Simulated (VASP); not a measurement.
**Ca: single point with PBEsol**

Crystal: Ca.

```
CELL_PARAMETERS angstrom
0.00000 2.73716 2.73716
2.73716 0.00000 2.73716
2.73716 2.73716 0.00000
ATOMIC_POSITIONS crystal
Ca 0.00000 0.00000 0.00000
```

- Program: VASP 6.6.1
- Task: single point
- Functional: PBEsol
- Potentials or basis: VASP PAW PBE potentials, release 64 (Ca_sv)
- Cutoff: 520 eV
- k mesh: 8 × 8 × 8
- Occupations: fermi-dirac, width 0.05 eV
- Spin: no spin polarisation
- Dipole correction: no
- Further INCAR settings: ALGO = Normal; EDIFF = 1e-06; NBANDS = 11

```
Pressure               : -0.2 GPa
Band gap on the k mesh : zero (band 5 reaches 2.19 eV, above the bottom of band 6 at 1.87 eV)
```

Levels at points of the mesh, in eV from the Fermi level:
```
           k point  band 3  band 4  band 5  band 6  band 7  band 8
(0.00, 0.00, 0.00)  -22.72  -22.72   -4.04    2.41    2.41    2.41
(0.50, 0.00, 0.00)  -22.74  -22.74   -0.97   -0.09    2.29    2.29
(0.50, 0.50, 0.00)  -22.77  -22.77   -0.45    0.59    1.06    4.24
```

Run time: 11 s on 1 thread of Intel(R) Xeon(R) Platinum 8259CL CPU @ 2.50GHz (Skylake/Cascade Lake), with other jobs on the host, peak memory 0.16 GiB.

Caveat: the PAW data sets were made with another functional, which shifts forces and pressure a little.
